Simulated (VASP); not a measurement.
# SnTe (I4/mmm) in VASP: notebook, part 2 of 2

VASP 6.6.1. The steps go on from the part before.

### 4 Single point, PBE (strain +0.030 along x and y, +0.000 along z)

File INCAR:

```
  ALGO = Normal
  EDIFF = 1E-7
  ENCUT = 520
  GGA = PE
  ISIF = 2
  ISMEAR = 0
  LASPH = True
  LCHARG = False
  LREAL = False
  LWAVE = False
  NBANDS = 17
  NELM = 100
  PREC = Accurate
  SIGMA = 0.03
```

File KPOINTS:

```
k-points
0
Gamma
  10 10 10
```

File POSCAR:

```
SnTe
1.0
    0.0000000000      3.2511950000      3.1565000000
    3.2511950000      0.0000000000      3.1565000000
    3.2511950000      3.2511950000      0.0000000000
Sn Te
1 1
Direct
    0.0000000000      0.0000000000      0.0000000000
    0.5000000000      0.5000000000      0.5000000000
```

Potentials or basis: VASP PAW PBE potentials, release 64 (Sn_d, Te).

The run is started by

```
$ cat potpaw_PBE.64/Sn_d/POTCAR potpaw_PBE.64/Te/POTCAR > POTCAR
$ mpirun -np 1 vasp_std > vasp.out
```

OUTCAR:

```text
EDIFF = 1E-7
   ENCUT = 520
   GGA = PE
   ISIF = 2
   ISMEAR = 0
   LASPH = True
   LREAL = False
   NELM = 100
   PREC = Accurate

 ion  position               nearest neighbor table
   1  0.000  0.000  0.000-   2 3.16   2 3.16   2 3.25   2 3.25   2 3.25   2 3.25
   2  0.500  0.500  0.500-   1 3.16   1 3.16   1 3.25   1 3.25   1 3.25   1 3.25

  LATTYP: Found a body centered tetragonal cell.
 ALAT       =     4.5978840629
 C/A-ratio  =     1.3730228761

  Lattice vectors:

 A1 = (   0.0000000000,  -3.2511950000,  -3.1565000000)
 A2 = (   0.0000000000,   3.2511950000,  -3.1565000000)
 A3 = (   3.2511950000,   0.0000000000,   3.1565000000)

Analysis of symmetry for initial positions (statically):
=====================================================================
 Subroutine PRICEL returns:
 Original cell was already a primitive cell.

 Routine SETGRP: Setting up the symmetry group for a
 body centered tetragonal supercell.

 Subroutine GETGRP returns: Found 16 space group operations
 (whereof 16 operations were pure point group operations)
 out of a pool of 16 trial point group operations.

The static configuration has the point symmetry D_4h.

Analysis of symmetry for dynamics (positions and initial velocities):
=====================================================================
 Subroutine PRICEL returns:
 Original cell was already a primitive cell.

 Routine SETGRP: Setting up the symmetry group for a
 body centered tetragonal supercell.

 Subroutine GETGRP returns: Found 16 space group operations
 (whereof 16 operations were pure point group operations)
 out of a pool of 16 trial point group operations.

The dynamic configuration has the point symmetry D_4h.

 Subroutine INISYM returns: Found 16 space group operations
 (whereof 16 operations are pure point group operations),
 and found     1 'primitive' translations

----------------------------------------------------------------------------------------

                                     Primitive cell

  volume of cell :      66.7301

  direct lattice vectors                    reciprocal lattice vectors
     0.000000000  3.251195000  3.156500000    -0.153789607  0.153789607  0.158403295
     3.251195000  0.000000000  3.156500000     0.153789607 -0.153789607  0.158403295
     3.251195000  3.251195000  0.000000000     0.153789607  0.153789607 -0.158403295

  length of vectors
     4.531419334  4.531419334  4.597884063     0.269061499  0.269061499  0.269061499

  position of ions in fractional coordinates (direct lattice)
     0.000000000  0.000000000  0.000000000
     0.500000000  0.500000000  0.500000000

  ion indices of the primitive-cell ions
   primitive index   ion index
                 1           1
                 2           2

----------------------------------------------------------------------------------------

 KPOINTS: k-points

Automatic generation of k-mesh.
 Grid dimensions read from file:
 generate k-points for:   10   10   10

 Generating k-lattice:

  Cartesian coordinates                     Fractional coordinates (reciprocal lattice)
    -0.015378961  0.015378961  0.015840329     0.100000000  0.000000000  0.000000000
     0.015378961 -0.015378961  0.015840329     0.000000000  0.100000000  0.000000000
     0.015378961  0.015378961 -0.015840329     0.000000000  0.000000000  0.100000000

  Length of vectors
     0.026906150  0.026906150  0.026906150

  Shift w.r.t. Gamma in fractional coordinates (k-lattice)
     0.000000000  0.000000000  0.000000000

 Subroutine IBZKPT returns following result:
 ===========================================

 Found    102 irreducible k-points:

 Following reciprocal coordinates:
            Coordinates               Weight
  0.000000  0.000000  0.000000      1.000000
  0.100000  0.000000  0.000000      8.000000
  0.200000  0.000000  0.000000      8.000000
  0.300000  0.000000  0.000000      8.000000
  0.400000  0.000000  0.000000      8.000000
  0.500000  0.000000  0.000000      4.000000
[... 16 lines left out ...]
  0.300000  0.300000  0.000000      2.000000
  0.400000  0.300000  0.000000      8.000000
 [... further k-points ...]
   k-points           NKPTS =    102   k-points in BZ     NKDIM =    102   number of bands    NBANDS=     17
   number of dos      NEDOS =    301   number of ions     NIONS =      2
   total plane-waves  NPLWV =  46656
   dimension x,y,z NGX =    36 NGY =   36 NGZ =   36
   dimension x,y,z NGXF=    72 NGYF=   72 NGZF=   72
   ions per type =               1   1
   NGX,Y,Z   is equivalent  to a cutoff of  13.21, 13.21, 13.02 a.u.
   NGXF,Y,Z  is equivalent  to a cutoff of  26.41, 26.41, 26.03 a.u.
 SYSTEM =  unknown system
   PREC   = accura    normal or accurate (medium, high low for compatibility)
   ISTART =      0    job   : 0-new  1-cont  2-samecut
   ICHARG =      2    charge: 1-file 2-atom 10-const
   ISPIN  =      1    spin polarized calculation?
   LNONCOLLINEAR =      F non collinear calculations
   LSORBIT =      F    spin-orbit coupling
   LASPH  =      T    aspherical Exc in radial PAW
   ENCUT  =  520.0 eV  38.22 Ry    6.18 a.u.   8.43  8.43  8.55*2*pi/ulx,y,z
   NELM   =    100;   NELMIN=  2; NELMDL= -5     # of ELM steps
   EDIFF  = 0.1E-06   stopping-criterion for ELM
   LREAL  =      F    real-space projection
   EDIFFG = 0.1E-05   stopping-criterion for IOM
   NSW    =      0    number of steps for IOM
   IBRION =     -1    ionic relax: 0-MD 1-quasi-New 2-CG
   NFREE  =      0    steps in history (QN), initial steepest desc. (CG)
   ISIF   =      2    stress and relaxation
   ISYM   =      2    0-nonsym 1-usesym 2-fastsym
   POTIM  = 0.5000    time-step for ionic-motion
   TEBEG  =    0.0;   TEEND  =   0.0 temperature during run
   PSTRESS=    0.0 pullay stress
   NELECT =      20.0000    total number of electrons
   NUPDOWN=      -1.0000    fix difference up-down
   EMIN   =  10.00;   EMAX   =-10.00  energy-range for DOS
   EFERMI =   0.00;   METHOD = LEGACY
   ISMEAR =     0;   SIGMA  =   0.03  broadening in eV -4-tet -1-fermi 0-gaus
   EFERMI_NEDOS =   21; number of points for ismear=-14 and -15
   IALGO  =     38    algorithm
   IMIX   =      4    mixing-type and parameters
     AMIX     =   0.40;   BMIX     =  1.00
     AMIX_MAG =   1.60;   BMIX_MAG =  1.00
  volume/ion in A,a.u.               =      33.37       225.16
  Fermi-wavevector in a.u.,A,eV,Ry     =   1.095580  2.070347 16.331022  1.200296
  Thomas-Fermi vector in A             =   2.231907
   LORBIT       =      0    0 simple, 1 ext, 2 COOP (PROOUT), +10 PAW based schemes
   GGA     = PE    functional components
   LHFCALC =     F    Hartree Fock is set to
   AEXX    =    0.0000 exact exchange contribution
   IVDW    =     0    specifies the selected vdW correction
   LEPSILON=     F    determine dielectric tensor
   LRPA    =     F    only Hartree local field effects (RPA)
 non-spin polarized calculation
 Gauss-broadening in eV      SIGMA  =   0.03
  energy-cutoff  :      520.00
  volume of cell :       66.73
 maximum number of plane-waves:      1822
 NGX is ok and might be reduce to    36
   NGX = 17   NGY = 17   NGZ = 17

 number of electron      20.0000004 magnetization

 Free energy of the ion-electron system (eV)
  ---------------------------------------------------
  ext. energy  EPLUGINS =         0.00000000
  ---------------------------------------------------
  free energy    TOTEN  =        -7.55024696 eV

  energy without entropy =       -7.55017367  energy(sigma->0) =       -7.55021032

 E-fermi :   6.1815     XC(G=0):  -9.2054

 val. band max:        6.1580282832   @ k =   0.5000   0.0000   0.0000
 cond. band min:       6.2050338302   @ k =   0.5000   0.0000   0.0000
 fundamental gap:      0.0470055471
 Fermi energy:         6.1815310571

 k-point     1 :       0.0000    0.0000    0.0000
  band No.  band energies     occupation
      1     -15.7194      2.00000
      2     -15.7173      2.00000
      3     -15.7065      2.00000
      4     -15.7065      2.00000
      5     -15.7061      2.00000
      6      -6.1724      2.00000
[... 9 lines left out ...]
     16      11.1789      0.00000
     17      12.8029      0.00000

 k-point     2 :       0.1000    0.0000    0.0000
  band No.  band energies     occupation
      1     -15.7195      2.00000
      2     -15.7171      2.00000
      3     -15.7066      2.00000
      4     -15.7061      2.00000
      5     -15.7061      2.00000
      6      -6.0959      2.00000
[... 9 lines left out ...]
     16      11.3102      0.00000
     17      13.3742      0.00000
[... 421 lines left out ...]
 k-point    24 :       0.4000    0.3000    0.0000
  band No.  band energies     occupation
      1     -15.7193      2.00000
      2     -15.7166      2.00000
      3     -15.7157      2.00000
      4     -15.6999      2.00000
      5     -15.6997      2.00000
      6      -5.0625      2.00000
[... 9 lines left out ...]
     16      15.0151      0.00000
     17      15.8590      0.00000

 [... further k-points ...]
[... 5 lines left out ...]
  --------------------------------------------------------------------------------------
  -------------------------------------------------------------------------------------
  Total       -0.6399193     -0.6399193      0.7372617      0.0000000      0.0000000      0.0000000
  in kB      -15.3643424    -15.3643424     17.7015142      0.0000000      0.0000000      0.0000000
  external PRESSURE =      -4.3423902 kB  Pullay stress =       0.0000000 kB

 VOLUME and BASIS-vectors are now :
 -----------------------------------------------------------------------------
  energy-cutoff  :      520.00
  volume of cell :       66.73
      direct lattice vectors                 reciprocal lattice vectors
     0.000000000  3.251195000  3.156500000    -0.153789607  0.153789607  0.158403295
     3.251195000  0.000000000  3.156500000     0.153789607 -0.153789607  0.158403295
     3.251195000  3.251195000  0.000000000     0.153789607  0.153789607 -0.158403295

 POSITION                                       TOTAL-FORCE (eV/Angst)
 -----------------------------------------------------------------------------------
      0.00000      0.00000      0.00000         0.000000      0.000000      0.000000
      3.25120      3.25120      3.15650         0.000000     -0.000000     -0.000000
 -----------------------------------------------------------------------------------
    total drift:                               -0.000000      0.000000      0.000000

  FREE ENERGIE OF THE ION-ELECTRON SYSTEM (eV)
  ---------------------------------------------------
  free  energy   TOTEN  =        -7.5502469647 eV

  energy  without entropy=       -7.5501736679  energy(sigma->0) =       -7.55021032
```

OSZICAR:

```text
N       E                     dE             d eps       ncg     rms          rms(c)
DAV:   1     0.125628116920E+03    0.12563E+03   -0.95632E+03  3487   0.132E+03
DAV:   2     0.379178144800E+01   -0.12184E+03   -0.11876E+03  3736   0.326E+02
DAV:   3    -0.728120265009E+01   -0.11073E+02   -0.10991E+02  4144   0.885E+01
DAV:   4    -0.760922619746E+01   -0.32802E+00   -0.32776E+00  4255   0.157E+01
DAV:   5    -0.762260015052E+01   -0.13374E-01   -0.13373E-01  5061   0.310E+00    0.391E+00
DAV:   6    -0.754831817010E+01    0.74282E-01   -0.17685E-01  4575   0.259E+00    0.245E+00
DAV:   7    -0.754917510161E+01   -0.85693E-03   -0.58833E-02  4068   0.111E+00    0.885E-01
DAV:   8    -0.755018806019E+01   -0.10130E-02   -0.75389E-03  4300   0.694E-01    0.157E-01
DAV:   9    -0.755022805095E+01   -0.39991E-04   -0.96680E-04  4843   0.270E-01    0.488E-02
DAV:  10    -0.755023976857E+01   -0.11718E-04   -0.14707E-04  4411   0.919E-02    0.215E-02
DAV:  11    -0.755024808236E+01   -0.83138E-05   -0.44287E-05  4298   0.458E-02    0.242E-02
DAV:  12    -0.755024781569E+01    0.26667E-06   -0.24078E-06  4253   0.846E-03    0.145E-02
DAV:  13    -0.755024711063E+01    0.70506E-06   -0.42451E-07  4203   0.400E-03    0.588E-03
DAV:  14    -0.755024698474E+01    0.12588E-06   -0.56295E-07  4082   0.634E-03    0.410E-04
DAV:  15    -0.755024696474E+01    0.20004E-07   -0.60403E-08  2050   0.126E-03
   1 F= -.75502470E+01 E0= -.75502103E+01  d E =-.732969E-04
```

stdout:

```text
POSCAR found type information on POSCAR SnTe
 POSCAR found :  2 types and       2 ions
 scaLAPACK will be used
 LDA part: xc-table for (Slater+PW92), standard interpolation
 POSCAR, INCAR and KPOINTS ok, starting setup
 FFT: planning ... GRIDC
 FFT: planning ... GRID_SOFT
 FFT: planning ... GRID
 WAVECAR not read
 entering main loop
```

Wall time 51 s (1 thread of Intel Xeon Platinum 8559C (Emerald Rapids), shared host); peak memory 0.28 GiB.

What came out:

| Property | Result |
| --- | --- |
| Free energy | -7.5502 eV |
| Pressure | -0.4 GPa |
| Band gap on the k mesh | 0.05 eV, direct |

Stress tensor (GPa, compression positive):
```
-1.54  0.00  0.00
 0.00 -1.54  0.00
 0.00  0.00  1.77
```

Caveat: the cell differs from its parent crystal (strain +0.030 along x and y, +0.000 along z); spin-orbit coupling is left out, which moves the levels of the heavy elements. A k mesh can miss the band edges.

### 5 Overview

```tsv
cell	gap on the mesh (eV)	pressure (GPa)
a = 4.466, b = 4.466, c = 4.598 Å, angles 59.0, 59.0, 62.0°, 2 atoms	0.17	1.1
a = 4.499, b = 4.499, c = 4.598 Å, angles 59.3, 59.3, 61.5°, 2 atoms	0.05	0.2
a = 4.531, b = 4.531, c = 4.598 Å, angles 59.5, 59.5, 61.0°, 2 atoms	0.05	-0.4
```

Alike in all rows: task single point; level PBE; potentials or basis VASP PAW PBE potentials, release 64 (Sn_d, Te); no spin polarisation; k mesh 10 × 10 × 10; cutoff (eV) 520; smearing gaussian 0.03 eV.

Caveats: spin-orbit coupling is left out, which moves the levels of the heavy elements.

Total energies depend on the potentials used, so only differences within one code and one set of settings carry meaning.
